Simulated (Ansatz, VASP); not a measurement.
## Ge: VASP beside Ansatz

Contents of INCAR:

```
SYSTEM = Ge
PREC = Accurate
ENCUT = 520
EDIFF = 1E-6
ISMEAR = 0
SIGMA = 0.15
LREAL = .False.
LASPH = .True.
NELM = 100
ALGO = Normal
ISIF = 2
LWAVE = .False.
LCHARG = .False.
GGA = PE
NBANDS = 21
```

The input KPOINTS:

```
regular mesh
0
Gamma
  14 14 14
  0 0 0
```

File POSCAR:

```
Ge
1.0
    0.0000000000      2.8027536283      3.1643088464
    2.8027536283      0.0000000000      3.1643088464
    2.8027536283      2.8027536283      0.0000000000
Ge
2
Direct
    0.5000000000      0.5000000000      0.5000000000
    0.7500000000      0.7500000000      0.7500000000
```

Input for Ansatz:

```yaml
crystal:
  lattice:
    - [0.0, 2.8027536283, 3.1643088464]
    - [2.8027536283, 0.0, 3.1643088464]
    - [2.8027536283, 2.8027536283, 0.0]
  atoms:
    - { symbol: Ge, position: [0.5, 0.5, 0.5] }
    - { symbol: Ge, position: [0.75, 0.75, 0.75] }
basis:
  ecutwfc: 420
kpoints:
  mp_grid: { grid: [14, 14, 14] }
hamiltonian:
  xc: pbe
scf:
  occupations: { method: gaussian, width: 0.15 }
output:
  forces: true
  stress: true
  eigenvalues: true
```

Alike in both runs: task single point; functional PBE; k mesh 14 × 14 × 14; occupations gaussian, width 0.15 eV; no spin polarisation.

```csv
,VASP,Ansatz
version,VASP 6.6.1,Ansatz 0.2.0
potentials or method,"VASP PAW PBE potentials, release 64 (Ge_d), cutoff 520 eV","scalar-relativistic, plane waves, PAW"
valence electrons in the cell,28,28
```

```tsv
	VASP	Ansatz	Ansatz less VASP
gap on the k mesh at the Fermi level (eV)	none	none	-
pressure (GPa)	-2.1	-1.9	+0.12
traceless stress, the component that is largest in VASP (GPa)	-5.85	-5.84	+0.010
```

A gap of «none» marks a metal or a gap that the smearing closes.
